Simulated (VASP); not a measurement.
# Ba (P4/mmm) in VASP: single point with LDA

Aim: the single point of Ba with LDA.

All numbers are computed with VASP 6.6.1; they aren't measurements. Logs are shortened: lines on timing, memory, paths and dates and some standing lists are left out, and cuts for length are marked.

## Step 1: The cell of the first run

The typed cell holds 1 atom: a = 3.762 Å, b = 3.762 Å, c = 3.760 Å, α = 90.00°, β = 90.00°, γ = 90.00°.

This isn't the form of Ba at room conditions, which is bcc.

## Step 2: Single point, LDA, non-collinear spin, zero start, spin-orbit coupling

Input file INCAR:

```
PREC     = Accurate       # precision mode
ENCUT    = 520            # plane-wave cutoff, eV
EDIFF    = 1E-6           # SCF threshold, eV
ISMEAR   = 1              # smearing method
SIGMA    = 0.1            # smearing width, eV
LREAL    = False          # projectors in reciprocal space
LASPH    = True           # aspherical terms in the spheres
NELM     = 150            # most SCF steps
ALGO     = Normal         # electronic algorithm
ISIF     = 2              # what is computed and relaxed
LWAVE    = False          # write WAVECAR
LCHARG   = True           # write CHGCAR
LNONCOLLINEAR= True           # non-collinear magnetism
MAGMOM   = 0 0 0          # initial moments
LORBIT   = 11             # projections on sites
LSORBIT  = True           # spin-orbit coupling
GGA_COMPAT= False        
LORBMOM  = True         
LVHAR    = True         
NBANDS   = 21             # bands
```

Input file KPOINTS:

```
Automatic mesh
0
Gamma
  5 5 5
```

Input file POSCAR:

```
Ba
1.0
    3.7623225373      0.0000000000      0.0000000000
    0.0000000000      3.7623225373      0.0000000000
    0.0000000000      0.0000000000      3.7595592609
Ba
1
Direct
    0.5000000000      0.5000000000      0.5000000000
```

Potentials or basis: VASP PAW LDA potentials, release 64 (Ba_sv).

The run is started by

```bash
> cat potpaw_LDA.64/Ba_sv/POTCAR > POTCAR
> mpirun -np 1 vasp_ncl > vasp.out
```

OUTCAR:

```text
PREC = Accurate
   ENCUT = 520
   EDIFF = 1E-6
   ISMEAR = 1
   LREAL = False
   LASPH = True
   NELM = 150
   ISIF = 2
   LNONCOLLINEAR = True
   LORBIT = 11
   LSORBIT = True

 ion  position               nearest neighbor table
   1  0.500  0.500  0.500-

  LATTYP: Found a simple tetragonal cell.
 ALAT       =     3.7623225373
 C/A-ratio  =     0.9992655397

  Lattice vectors:

 A1 = (   3.7623225373,   0.0000000000,   0.0000000000)
 A2 = (   0.0000000000,   3.7623225373,   0.0000000000)
 A3 = (   0.0000000000,   0.0000000000,   3.7595592609)

Analysis of symmetry for initial positions (statically):
=====================================================================
 Subroutine PRICEL returns:
 Original cell was already a primitive cell.

 Routine SETGRP: Setting up the symmetry group for a
 simple tetragonal supercell.

 Subroutine GETGRP returns: Found 16 space group operations
 (whereof 16 operations were pure point group operations)
 out of a pool of 16 trial point group operations.

The static configuration has the point symmetry D_4h.

Analysis of symmetry for dynamics (positions and initial velocities):
=====================================================================
 Subroutine PRICEL returns:
 Original cell was already a primitive cell.

 Routine SETGRP: Setting up the symmetry group for a
 simple tetragonal supercell.

 Subroutine GETGRP returns: Found 16 space group operations
 (whereof 16 operations were pure point group operations)
 out of a pool of 16 trial point group operations.

The dynamic configuration has the point symmetry D_4h.

Analysis of structural, dynamic, and magnetic symmetry:
=====================================================================
 Subroutine PRICEL returns:
 Original cell was already a primitive cell.

 Routine SETGRP: Setting up the symmetry group for a
 simple tetragonal supercell.

 Subroutine GETGRP returns: Found 16 space group operations
 (whereof 16 operations were pure point group operations)
 out of a pool of 16 trial point group operations.

The overall configuration has the point symmetry D_4h.

 Subroutine INISYM returns: Found 16 space group operations
 (whereof 16 operations are pure point group operations),
 and found     1 'primitive' translations

----------------------------------------------------------------------------------------

                                     Primitive cell

  volume of cell :      53.2168

  direct lattice vectors                    reciprocal lattice vectors
     3.762322537  0.000000000  0.000000000     0.265793267  0.000000000  0.000000000
     0.000000000  3.762322537  0.000000000     0.000000000  0.265793267  0.000000000
     0.000000000  0.000000000  3.759559261     0.000000000  0.000000000  0.265988625

  length of vectors
     3.762322537  3.762322537  3.759559261     0.265793267  0.265793267  0.265988625

  position of ions in fractional coordinates (direct lattice)
     0.500000000  0.500000000  0.500000000

  ion indices of the primitive-cell ions
   primitive index   ion index
                 1           1

----------------------------------------------------------------------------------------

 KPOINTS: Automatic mesh

Automatic generation of k-mesh.
 Grid dimensions read from file:
 generate k-points for:    5    5    5

 Generating k-lattice:

  Cartesian coordinates                     Fractional coordinates (reciprocal lattice)
     0.053158653  0.000000000  0.000000000     0.200000000  0.000000000  0.000000000
     0.000000000  0.053158653  0.000000000     0.000000000  0.200000000  0.000000000
     0.000000000  0.000000000  0.053197725     0.000000000  0.000000000  0.200000000

[... 44 lines left out ...]
   LNONCOLLINEAR =      T non collinear calculations
   LSORBIT =      T    spin-orbit coupling
   LASPH  =      T    aspherical Exc in radial PAW
   ENCUT  =  520.0 eV  38.22 Ry    6.18 a.u.   7.00  7.00  6.99*2*pi/ulx,y,z
   NELM   =    150;   NELMIN=  2; NELMDL= -5     # of ELM steps
   EDIFF  = 0.1E-05   stopping-criterion for ELM
   LREAL  =      F    real-space projection
   EDIFFG = 0.1E-04   stopping-criterion for IOM
   NSW    =      0    number of steps for IOM
   IBRION =     -1    ionic relax: 0-MD 1-quasi-New 2-CG
   NFREE  =      0    steps in history (QN), initial steepest desc. (CG)
   ISIF   =      2    stress and relaxation
   ISYM   =      2    0-nonsym 1-usesym 2-fastsym
   POTIM  = 0.5000    time-step for ionic-motion
   TEBEG  =    0.0;   TEEND  =   0.0 temperature during run
   PSTRESS=    0.0 pullay stress
   NELECT =      10.0000    total number of electrons
   NUPDOWN=      -1.0000    fix difference up-down
   EMIN   =  10.00;   EMAX   =-10.00  energy-range for DOS
   EFERMI =   0.00;   METHOD = LEGACY
   ISMEAR =     1;   SIGMA  =   0.10  broadening in eV -4-tet -1-fermi 0-gaus
   EFERMI_NEDOS =   21; number of points for ismear=-14 and -15
   IALGO  =     38    algorithm
   IMIX   =      4    mixing-type and parameters
     AMIX     =   0.40;   BMIX     =  1.00
     AMIX_MAG =   1.60;   BMIX_MAG =  1.00
  volume/ion in A,a.u.               =      53.22       359.12
  Fermi-wavevector in a.u.,A,eV,Ry     =   0.937688  1.771974 11.963050  0.879259
  Thomas-Fermi vector in A             =   2.064825
   LORBIT       =     11    0 simple, 1 ext, 2 COOP (PROOUT), +10 PAW based schemes
   GGA     = CA    functional components
   LHFCALC =     F    Hartree Fock is set to
   AEXX    =    0.0000 exact exchange contribution
   IVDW    =     0    specifies the selected vdW correction
   LEPSILON=     F    determine dielectric tensor
   LRPA    =     F    only Hartree local field effects (RPA)
 Methfessel and Paxton  Order N= 1 SIGMA  =   0.10
  energy-cutoff  :      520.00
  volume of cell :       53.22
 maximum number of plane-waves:      2890
 NGX is ok and might be reduce to    28
   NGX = 13   NGY = 13   NGZ = 13

 number of electron      10.0000000 magnetization       0.0000000      0.0000000      0.0000000

 number of electron       9.9999999 magnetization       0.0000000      0.0000000      0.0000000

 number of electron       9.9999999 magnetization       0.0000000      0.0000000     -0.0000000

 number of electron       9.9999999 magnetization      -0.0000000     -0.0000000      0.0000000

 Free energy of the ion-electron system (eV)
  ---------------------------------------------------
  ext. energy  EPLUGINS =         0.00000000
  ---------------------------------------------------
  free energy    TOTEN  =        -2.16306716 eV

  energy without entropy =       -2.16322900  energy(sigma->0) =       -2.16312111

 E-fermi :   1.8420     XC(G=0):  -8.1701

 val. band max:        1.7836433800   @ k =   0.0000   0.0000   0.0000
 cond. band min:       1.9819852854   @ k =   0.2000   0.0000   0.0000
 fundamental gap:      0.1983419055
 Fermi energy:         1.8420116182

 k-point     1 :       0.0000    0.0000    0.0000
  band No.  band energies     occupation
      1     -26.9870      1.00000
      2     -26.9870      1.00000
      3     -13.0752      1.00000
      4     -13.0752      1.00000
      5     -11.0057      1.00000
      6     -11.0057      1.00000
[... 421 lines left out ...]
     20       7.5054      0.00000
     21       8.2378      0.00000

------------------------ aborting loop because EDIFF is reached ----------------------------------------

  FORCE on cell =-STRESS in cart. coord.  units (eV):
  Direction    XX          YY          ZZ          XY          YZ          ZX
  --------------------------------------------------------------------------------------
  -------------------------------------------------------------------------------------
  Total        0.0574507      0.0574507      0.0645438      0.0000000      0.0000000      0.0000000
  in kB        1.7296457      1.7296457      1.9431936      0.0000000      0.0000000      0.0000000
  external PRESSURE =       1.8008283 kB  Pullay stress =       0.0000000 kB

 VOLUME and BASIS-vectors are now :
 -----------------------------------------------------------------------------
  energy-cutoff  :      520.00
  volume of cell :       53.22
      direct lattice vectors                 reciprocal lattice vectors
     3.762322537  0.000000000  0.000000000     0.265793267  0.000000000  0.000000000
     0.000000000  3.762322537  0.000000000     0.000000000  0.265793267  0.000000000
     0.000000000  0.000000000  3.759559261     0.000000000  0.000000000  0.265988625

 POSITION                                       TOTAL-FORCE (eV/Angst)
 -----------------------------------------------------------------------------------
      1.88116      1.88116      1.87978         0.000000      0.000000      0.000000
 -----------------------------------------------------------------------------------
    total drift:                                0.000000      0.000000      0.000000

  FREE ENERGIE OF THE ION-ELECTRON SYSTEM (eV)
  ---------------------------------------------------
  free  energy   TOTEN  =        -2.1630671597 eV

  energy  without entropy=       -2.1632290028  energy(sigma->0) =       -2.16312111

 orbital moment (x)

 # of ion     p       d       tot
 ----------------------------------------
  1         0.000  -0.000  -0.000
 ----------------------------------------
            0.000  -0.000  -0.000

 orbital moment (y)

 # of ion     p       d       tot
 ----------------------------------------
  1         0.000  -0.000  -0.000
 ----------------------------------------
            0.000  -0.000  -0.000

 orbital moment (z)

 # of ion     p       d       tot
 ----------------------------------------
  1         0.000   0.000   0.000
 ----------------------------------------
            0.000   0.000   0.000

 Spin-Orbit-Coupling matrix elements

 Ion:    1  E_soc:     -0.4212748
 l=   1
     0.0000000    -0.0698831    -0.0698840
    -0.0698831     0.0000000    -0.0698831
    -0.0698840    -0.0698831     0.0000000
 l=   2
     0.0000000    -0.0002503     0.0000000    -0.0002503    -0.0000777
    -0.0002503     0.0000000    -0.0000589    -0.0002522    -0.0000195
     0.0000000    -0.0000589     0.0000000    -0.0000589     0.0000000
    -0.0002503    -0.0002522    -0.0000589     0.0000000    -0.0000195
    -0.0000777    -0.0000195     0.0000000    -0.0000195     0.0000000
 l=   3
     0.0000000     0.0000000     0.0000000     0.0000000     0.0000000     0.0000000     0.0000000
     0.0000000     0.0000000     0.0000000     0.0000000     0.0000000     0.0000000     0.0000000
     0.0000000     0.0000000     0.0000000     0.0000000     0.0000000     0.0000000     0.0000000
     0.0000000     0.0000000     0.0000000     0.0000000     0.0000000     0.0000000     0.0000000
     0.0000000     0.0000000     0.0000000     0.0000000     0.0000000     0.0000000     0.0000000
     0.0000000     0.0000000     0.0000000     0.0000000     0.0000000     0.0000000     0.0000000
     0.0000000     0.0000000     0.0000000     0.0000000     0.0000000     0.0000000     0.0000000

 total charge

# of ion       s       p       d       tot
------------------------------------------
    1        2.067   5.522   0.382   7.971

 magnetization (x)

# of ion       s       p       d       tot
------------------------------------------
    1       -0.000   0.000   0.000  -0.000

 magnetization (y)

# of ion       s       p       d       tot
------------------------------------------
    1        0.000   0.000  -0.000  -0.000

 magnetization (z)

# of ion       s       p       d       tot
------------------------------------------
    1       -0.000   0.000  -0.000  -0.000
```

It took 13 s on 1 thread of Intel Xeon 6975P-C (Granite Rapids), shared host; peak memory 0.21 GiB.

Results:

```
Free energy                                           : -2.1631 eV
Pressure                                              : 0.2 GPa
Net moment                                            : 0.00 μB per cell
Valence electrons inside the program's atomic spheres : Ba 7.97
```

Moments on the atoms (μB; x, y, z):
```
Ba  0.00 0.00 0.00
```
